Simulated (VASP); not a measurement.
# MoS2 (C2/m) in VASP: single point with PBEsol

Aim: the single point of MoS2 with PBEsol.

Program: VASP 6.6.1. These are calculated values, not measurements. Logs are shortened: lines on timing, memory, paths and dates and some standing lists are left out, and cuts for length are marked.

### 1 The cell of the first run

It takes space group C2/m (No. 12, monoclinic). The conventional cell has a = 5.577 Å, b = 3.141 Å, c = 6.125 Å, α = 90.00°, β = 90.00°, γ = 90.00°. Within 3.3 Å of Mo (site symmetry 2/m) lie 6 S at 2.42 to 2.44 Å and 6 Mo at 3.14 to 3.20 Å. S (site symmetry m) has 3 Mo at 2.42 to 2.44 Å and 6 S at 3.14 to 3.20 Å within 3.3 Å.

### 2 Single point, PBEsol (strain +0.0250 x Voigt [0, 1, 0, 0, 0, 0])

Contents of INCAR:

```
PREC     = Accurate       # precision mode
ENCUT    = 520            # plane-wave cutoff, eV
EDIFF    = 1E-7           # SCF threshold, eV
ISMEAR   = 0              # smearing method
SIGMA    = 0.15           # smearing width, eV
LREAL    = F              # projectors in reciprocal space
LASPH    = T              # aspherical terms in the spheres
NELM     = 80             # most SCF steps
ALGO     = Normal         # electronic algorithm
ISIF     = 2              # what is computed and relaxed
LWAVE    = F              # write WAVECAR
LCHARG   = F              # write CHGCAR
GGA      = PS             # functional
NBANDS   = 20             # bands
```

Contents of KPOINTS:

```
Automatic mesh
0
Gamma
  18 18 8
```

Contents of POSCAR:

```
MoS2
1.0
    3.1411847469      0.0000000000      0.0000000000
   -1.5705923735      2.7883544335      0.0000000000
    0.0000000000      0.0000000000      6.1247114470
Mo S
1 2
Direct
    0.0000000000      0.0000000000      0.5000000000
    0.3333333333      0.6666666667      0.2410625189
    0.6666666667      0.3333333333      0.7589374811
```

Potentials or basis: VASP PAW PBE potentials, release 64 (Mo_sv, S).

On the command line:

```
$ cat potpaw_PBE.64/Mo_sv/POTCAR potpaw_PBE.64/S/POTCAR > POTCAR
$ mpirun -np 1 vasp_std > vasp.out
```

OUTCAR:

```text
PREC = Accurate
   ENCUT = 520
   EDIFF = 1E-7
   ISMEAR = 0
   LREAL = F
   LASPH = T
   NELM = 80
   ISIF = 2
   GGA = PS

 ion  position               nearest neighbor table
   1  0.000  0.000  0.500-   2 2.42   3 2.42   3 2.42   2 2.42   3 2.44   2 2.44
   2  0.333  0.667  0.241-   1 2.42   1 2.42   1 2.44
   3  0.667  0.333  0.759-   1 2.42   1 2.42   1 2.44

  LATTYP: Found a base centered orthorhombic cell.
 ALAT       =     3.1411847469
 B/A-ratio  =     1.7753520777
 C/A-ratio  =     1.9498093683

  Lattice vectors:

 A1 = (   1.5705923735,  -2.7883544335,   0.0000000000)
 A2 = (   1.5705923734,   2.7883544335,   0.0000000000)
 A3 = (   0.0000000000,   0.0000000000,   6.1247114470)

Analysis of symmetry for initial positions (statically):
=====================================================================
 Subroutine PRICEL returns:
 Original cell was already a primitive cell.

 Routine SETGRP: Setting up the symmetry group for a
 base centered orthorhombic supercell.

 Subroutine GETGRP returns: Found  4 space group operations
 (whereof  4 operations were pure point group operations)
 out of a pool of  8 trial point group operations.

The static configuration has the point symmetry C_2h.

Analysis of symmetry for dynamics (positions and initial velocities):
=====================================================================
 Subroutine PRICEL returns:
 Original cell was already a primitive cell.

 Routine SETGRP: Setting up the symmetry group for a
 base centered orthorhombic supercell.

 Subroutine GETGRP returns: Found  4 space group operations
 (whereof  4 operations were pure point group operations)
 out of a pool of  8 trial point group operations.

The dynamic configuration has the point symmetry C_2h.

 Subroutine INISYM returns: Found  4 space group operations
 (whereof  4 operations are pure point group operations),
 and found     1 'primitive' translations

----------------------------------------------------------------------------------------

                                     Primitive cell

  volume of cell :      53.6447

  direct lattice vectors                    reciprocal lattice vectors
     3.141184747  0.000000000  0.000000000     0.318351221  0.179317232  0.000000000
    -1.570592374  2.788354433  0.000000000     0.000000000  0.358634465  0.000000000
     0.000000000  0.000000000  6.124711447     0.000000000  0.000000000  0.163272998
[... 78 lines left out ...]
   ISTART =      0    job   : 0-new  1-cont  2-samecut
   ICHARG =      2    charge: 1-file 2-atom 10-const
   ISPIN  =      1    spin polarized calculation?
   LNONCOLLINEAR =      F non collinear calculations
   LSORBIT =      F    spin-orbit coupling
   LASPH  =      T    aspherical Exc in radial PAW
   ENCUT  =  520.0 eV  38.22 Ry    6.18 a.u.   5.84  5.95 11.39*2*pi/ulx,y,z
   NELM   =     80;   NELMIN=  2; NELMDL= -5     # of ELM steps
   EDIFF  = 0.1E-06   stopping-criterion for ELM
   LREAL  =      F    real-space projection
   EDIFFG = 0.1E-05   stopping-criterion for IOM
   NSW    =      0    number of steps for IOM
   IBRION =     -1    ionic relax: 0-MD 1-quasi-New 2-CG
   NFREE  =      0    steps in history (QN), initial steepest desc. (CG)
   ISIF   =      2    stress and relaxation
   ISYM   =      2    0-nonsym 1-usesym 2-fastsym
   POTIM  = 0.5000    time-step for ionic-motion
   TEBEG  =    0.0;   TEEND  =   0.0 temperature during run
   PSTRESS=    0.0 pullay stress
   NELECT =      26.0000    total number of electrons
   NUPDOWN=      -1.0000    fix difference up-down
   EMIN   =  10.00;   EMAX   =-10.00  energy-range for DOS
   EFERMI =   0.00;   METHOD = LEGACY
   ISMEAR =     0;   SIGMA  =   0.15  broadening in eV -4-tet -1-fermi 0-gaus
   EFERMI_NEDOS =   21; number of points for ismear=-14 and -15
   IALGO  =     38    algorithm
   IMIX   =      4    mixing-type and parameters
     AMIX     =   0.40;   BMIX     =  1.00
     AMIX_MAG =   1.60;   BMIX_MAG =  1.00
  volume/ion in A,a.u.               =      17.88       120.67
  Fermi-wavevector in a.u.,A,eV,Ry     =   1.285949  2.430090 22.499459  1.653664
  Thomas-Fermi vector in A             =   2.418052
   LORBIT       =      0    0 simple, 1 ext, 2 COOP (PROOUT), +10 PAW based schemes
   GGA     = PS    functional components
   LHFCALC =     F    Hartree Fock is set to
   AEXX    =    0.0000 exact exchange contribution
   IVDW    =     0    specifies the selected vdW correction
   LEPSILON=     F    determine dielectric tensor
   LRPA    =     F    only Hartree local field effects (RPA)
 non-spin polarized calculation
 Gauss-broadening in eV      SIGMA  =   0.15
  energy-cutoff  :      520.00
  volume of cell :       53.64
 maximum number of plane-waves:      1472
   NGX = 11   NGY = 11   NGZ = 23

 number of electron      26.0000000 magnetization

 Free energy of the ion-electron system (eV)
  ---------------------------------------------------
  ext. energy  EPLUGINS =         0.00000000
  ---------------------------------------------------
  free energy    TOTEN  =       -22.59923992 eV

  energy without entropy =      -22.58426238  energy(sigma->0) =      -22.59175115

 E-fermi :   7.6024     XC(G=0): -11.0312

 val. band max:        7.6022549888   @ k =   0.0000   0.1111   0.0000
 cond. band min:       7.6048761418   @ k =  -0.2778  -0.2222   0.1250
 fundamental gap:      0.0026211530
 Fermi energy:         7.6024453409

 k-point     1 :       0.0000    0.0000    0.0000
  band No.  band energies     occupation
      1     -54.0650      2.00000
      2     -28.1642      2.00000
      3     -28.0750      2.00000
      4     -28.0435      2.00000
      5      -7.4083      2.00000
      6      -5.8461      2.00000
[... 541 lines left out ...]
     19      15.2602      0.00000
     20      16.2833      0.00000

 [... further k-points ...]
[... 5 lines left out ...]
  --------------------------------------------------------------------------------------
  -------------------------------------------------------------------------------------
  Total       -0.2857252     -1.9581503     -1.0276087      0.0000000      0.3764966     -0.0000000
  in kB       -8.5335948    -58.4829819    -30.6910149      0.0000000     11.2446134     -0.0000000
  external PRESSURE =     -32.5691972 kB  Pullay stress =       0.0000000 kB

 VOLUME and BASIS-vectors are now :
 -----------------------------------------------------------------------------
  energy-cutoff  :      520.00
  volume of cell :       53.64
      direct lattice vectors                 reciprocal lattice vectors
     3.141184747  0.000000000  0.000000000     0.318351221  0.179317232  0.000000000
    -1.570592374  2.788354433  0.000000000     0.000000000  0.358634465  0.000000000
     0.000000000  0.000000000  6.124711447     0.000000000  0.000000000  0.163272998

 POSITION                                       TOTAL-FORCE (eV/Angst)
 -----------------------------------------------------------------------------------
      0.00000      0.00000      3.06236         0.000000      0.000000      0.000000
     -0.00000      1.85890      1.47644         0.000000     -0.108682      0.287010
      1.57059      0.92945      4.64827        -0.000000      0.108682     -0.287010
 -----------------------------------------------------------------------------------
    total drift:                               -0.000000      0.000000      0.000000

  FREE ENERGIE OF THE ION-ELECTRON SYSTEM (eV)
  ---------------------------------------------------
  free  energy   TOTEN  =       -22.5992399236 eV

  energy  without entropy=      -22.5842623835  energy(sigma->0) =      -22.59175115
```

OSZICAR:

```text
N       E                     dE             d eps       ncg     rms          rms(c)
DAV:   1     0.193879464104E+03    0.19388E+03   -0.14898E+04 29096   0.123E+03
DAV:   2    -0.165464625643E+02   -0.21043E+03   -0.20523E+03 33632   0.320E+02
DAV:   3    -0.240956603355E+02   -0.75492E+01   -0.74480E+01 34840   0.576E+01
DAV:   4    -0.241832231870E+02   -0.87563E-01   -0.87456E-01 33460   0.650E+00
DAV:   5    -0.241845522989E+02   -0.13291E-02   -0.13290E-02 35028   0.782E-01    0.236E+01
DAV:   6    -0.232164046657E+02    0.96815E+00   -0.15144E+01 29412   0.210E+01    0.932E+00
DAV:   7    -0.227755849981E+02    0.44082E+00   -0.70153E+00 28652   0.134E+01    0.604E+00
DAV:   8    -0.226000542165E+02    0.17553E+00   -0.92372E-01 30568   0.519E+00    0.180E+00
DAV:   9    -0.226007580078E+02   -0.70379E-03   -0.30243E-02 32724   0.107E+00    0.605E-01
DAV:  10    -0.225993789098E+02    0.13791E-02   -0.14011E-02 30984   0.734E-01    0.172E-01
DAV:  11    -0.225992774732E+02    0.10144E-03   -0.69648E-04 31848   0.169E-01    0.547E-02
DAV:  12    -0.225992327021E+02    0.44771E-04   -0.15643E-04 31504   0.772E-02    0.450E-02
DAV:  13    -0.225992401976E+02   -0.74955E-05   -0.26391E-05 30672   0.297E-02    0.142E-02
DAV:  14    -0.225992399837E+02    0.21387E-06   -0.23520E-06 33080   0.876E-03    0.844E-03
DAV:  15    -0.225992399236E+02    0.60066E-07   -0.36912E-07 31300   0.339E-03
   1 F= -.22599240E+02 E0= -.22591751E+02  d E =-.149775E-01
```

stdout:

```text
POSCAR found type information on POSCAR MoS
 POSCAR found :  2 types and       3 ions
 scaLAPACK will be used
 -----------------------------------------------------------------------------
|                                                                             |
|                                                                             |
|     You enforced a specific xc type in the INCAR file but a different       |
|     I HOPE YOU KNOW WHAT YOU ARE DOING!                                     |
|                                                                             |
 -----------------------------------------------------------------------------

 LDA part: xc-table for (Slater+PW92), standard interpolation
 POSCAR, INCAR and KPOINTS ok, starting setup
 FFT: planning ... GRIDC
 FFT: planning ... GRID_SOFT
 FFT: planning ... GRID
 WAVECAR not read
 entering main loop
```

Wall time 6.4 min (1 thread of AMD EPYC 9R45 (Zen 5), shared host); peak memory 0.68 GiB.

What came out:

```yaml
Free_energy: -22.5992 eV
Pressure: -3.3 GPa
Largest_force: 0.307 eV/Å
Band_gap_on_the_k_mesh: zero (bands 13 and 14 overlap by 1.06 eV)
```

Forces in eV/Å, atoms in the order of the input:
```
Mo   0.000  0.000  0.000
S    0.000 -0.109  0.287
S    0.000  0.109 -0.287
```

Stress tensor (GPa, compression positive):
```
-0.85  0.00  0.00
 0.00 -5.85  1.12
 0.00  1.12 -3.07
```

Caveat: the cell differs from its parent crystal (strain +0.0250 x Voigt [0, 1, 0, 0, 0, 0]); the cell stands under tension; the PAW data sets were made with another functional, which shifts forces and pressure a little; this functional lacks dispersion, which binds the layers, so the pressure and a relaxed spacing across them are unreliable.
